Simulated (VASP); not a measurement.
Input of a VASP 6.6.1 run:

INCAR

```
SYSTEM = Al
  PREC = Accurate
  ENCUT = 520
  EDIFF = 1E-6
  ISMEAR = 0
  SIGMA = 0.15
  LREAL = .False.
  LASPH = .True.
  NELM = 60
  ALGO = Fast
  ISIF = 2
  LWAVE = .False.
  LCHARG = .True.
  GGA = PE
  LELF = .True.
  LVHAR = .True.
  NBANDS = 10
```

Contents of KPOINTS:

```
regular mesh
0
Gamma
  20 20 12
  0 0 0
```

File POSCAR:

```
Al
1.0
   -1.5528098305      1.5528098305      1.6175102401
    1.5528098305     -1.5528098305      1.6175102401
    3.1056196609      3.1056196609      0.0000000000
Al
2
Direct
    0.0000000000      0.0000000000      0.0000000000
    0.5000000000      0.5000000000      0.5000000000
```

Potentials or basis: VASP PAW PBE potentials, release 64 (Al).

Launch:

```bash
$ cat potpaw_PBE.64/Al/POTCAR > POTCAR
$ mpirun -np 1 vasp_std > vasp.out
```

Question: Estimate the pressure.

Answer: 6.7 GPa.

Question: Predict the band gap on the k mesh.

Answer: Zero (band 3 reaches 14.01 eV, above the bottom of band 4 at 4.56 eV).

Stress tensor (GPa, compression positive):
```
5.97 0.01 0.00
0.01 5.97 0.00
0.00 0.00 8.02
```
